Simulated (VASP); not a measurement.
Here is a VASP 6.6.1 calculation.

File INCAR:

```
SYSTEM = InSb
PREC     = Accurate       ! precision mode
ENCUT    = 600            ! plane-wave cutoff, eV
EDIFF    = 1E-6           ! SCF threshold, eV
ISMEAR   = 0              ! smearing method
SIGMA    = 0.1            ! smearing width, eV
LREAL    = .False.        ! projectors in reciprocal space
LASPH    = .True.         ! aspherical terms in the spheres
NELM     = 100            ! most SCF steps
ALGO     = Normal         ! electronic algorithm
ISIF     = 4              ! what is computed and relaxed
LWAVE    = .False.        ! write WAVECAR
LCHARG   = .False.        ! write CHGCAR
GGA      = PE             ! functional
IBRION   = 2              ! ionic algorithm
NSW      = 50             ! ionic steps
EDIFFG   = -0.01          ! ionic threshold
```

File KPOINTS:

```
Automatic mesh
0
Gamma
  8 8 14
  0 0 0
```

File POSCAR:

```
InSb
1.0
    6.0637141402      0.0000000000      0.0000000000
    0.0000000000      6.0934038415      0.0000000000
    0.0000000000      0.0000000000      3.2650613050
In Sb
2 2
Direct
    0.0000000000      0.0000000000      0.0137364897
    0.5000000000      0.5000000000      0.9862635103
    0.0000000000      0.5000000000      0.2442730203
    0.5000000000      0.0000000000      0.7557269797
```

Potentials or basis: VASP PAW PBE potentials, release 64 (In_d, Sb).

Run with:

```sh
$ cat potpaw_PBE.64/In_d/POTCAR potpaw_PBE.64/Sb/POTCAR > POTCAR
$ mpirun -np 1 vasp_std > vasp.out
```

Q: Estimate the band gap on the k mesh.

A: Zero (bands 18 and 19 overlap by 2.47 eV).

Final structure:
```yaml
crystal:
  lattice:
    - [6.07659, 0.00000, 0.00000]
    - [0.00000, 6.10851, 0.00000]
    - [0.00000, 0.00000, 3.25009]
  atoms:
    - { symbol: In, position: [0.00000, 0.00000, 0.01323] }
    - { symbol: In, position: [0.50000, 0.50000, 0.98677] }
    - { symbol: Sb, position: [0.00000, 0.50000, 0.23197] }
    - { symbol: Sb, position: [0.50000, 0.00000, 0.76803] }
```

Caveat: spin-orbit coupling is left out, which moves the levels of the heavy elements.
